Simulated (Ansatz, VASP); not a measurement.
**Two plane-wave programs on Mg**

INCAR

```
PREC     = Accurate       # precision mode
ENCUT    = 520            # plane-wave cutoff, eV
EDIFF    = 1E-6           # SCF threshold, eV
ISMEAR   = -1             # smearing method
SIGMA    = 0.05           # smearing width, eV
LREAL    = F              # projectors in reciprocal space
LASPH    = T              # aspherical terms in the spheres
NELM     = 100            # most SCF steps
ALGO     = Normal         # electronic algorithm
ISIF     = 2              # what is computed and relaxed
LWAVE    = F              # write WAVECAR
LCHARG   = T              # write CHGCAR
GGA      = RE             # functional
LELF     = T              # ELF
LVHAR    = T            
NBANDS   = 12             # bands
```

The input KPOINTS:

```
Automatic mesh
0
Gamma
  10 10 3
```

POSCAR

```
Mg
1.0
    3.1768261656      0.0000000000      0.0000000000
   -1.5884130828      2.7512121628      0.0000000000
    0.0000000000      0.0000000000     10.3188620100
Mg
4
Direct
    0.6666666667      0.3333333333      0.7500000000
    0.0000000000      0.0000000000      0.5000000000
    0.3333333333      0.6666666667      0.2500000000
    0.0000000000      0.0000000000      0.0000000000
```

The input input.yaml:

```yaml
crystal:
  lattice:
    - [3.1768261656, 0.0, 0.0]
    - [-1.5884130828, 2.7512121628, 0.0]
    - [0.0, 0.0, 10.31886201]
  atoms:
    - { symbol: Mg, position: [0.6666666667, 0.3333333333, 0.75] }
    - { symbol: Mg, position: [0.0, 0.0, 0.5] }
    - { symbol: Mg, position: [0.3333333333, 0.6666666667, 0.25] }
    - { symbol: Mg, position: [0.0, 0.0, 0.0] }
hamiltonian:
  xc: revpbe
  pseudopotentials: { kind: paw }
kpoints:
  mp_grid: { grid: [10, 10, 3] }
  band_path:
    path:
      - [[0.0, 0.0, 0.0], [0.5, 0.0, 0.0], [0.3333333333, 0.3333333333, 0.0], [0.0, 0.0, 0.0], [0.0, 0.0, 0.5], [0.5, 0.0, 0.5], [0.3333333333, 0.3333333333, 0.5], [0.0, 0.0, 0.5]]
      - [[0.5, 0.0, 0.5], [0.5, 0.0, 0.0]]
      - [[0.3333333333, 0.3333333333, 0.0], [0.3333333333, 0.3333333333, 0.5]]
    npoints: 14
scf:
  occupations: { method: fermi_dirac, width: 0.05 }
  n_extra_bands: 10
output:
  forces: true
  stress: true
  eigenvalues: true
  fatbands: false
```

Alike in both runs: functional revPBE; k mesh 10 × 10 × 3; occupations fermi-dirac, width 0.05 eV; no spin polarisation.

|  | VASP | Ansatz |
| --- | --- | --- |
| version | VASP 6.6.1 | Ansatz 0.2.0 |
| potentials or method | VASP PAW PBE potentials, release 64 (Mg) | Ansatz PAW |
| plane-wave cutoff (eV) | 520 | 420 |
| valence electrons in the cell | 8 | 40 |
| task | single point | band structure |

|  | VASP | Ansatz | Ansatz less VASP |
| --- | --- | --- | --- |
| gap on the k mesh at the Fermi level (eV) | none | none | - |
| pressure (GPa) | 1.7 | 1.9 | +0.19 |
| traceless stress, the component that is largest in VASP (GPa) | 0.50 | 0.50 | -0.001 |

VASP's potentials were made for PBE, not for revPBE. A gap of «none» marks a metal or a gap that the smearing closes. The functional is the same, so the differences come from potentials, cutoffs and numerics. VASP's potentials hold 8 valence electrons a cell and Ansatz's 40, so a difference there can come from the potentials and not from the codes.
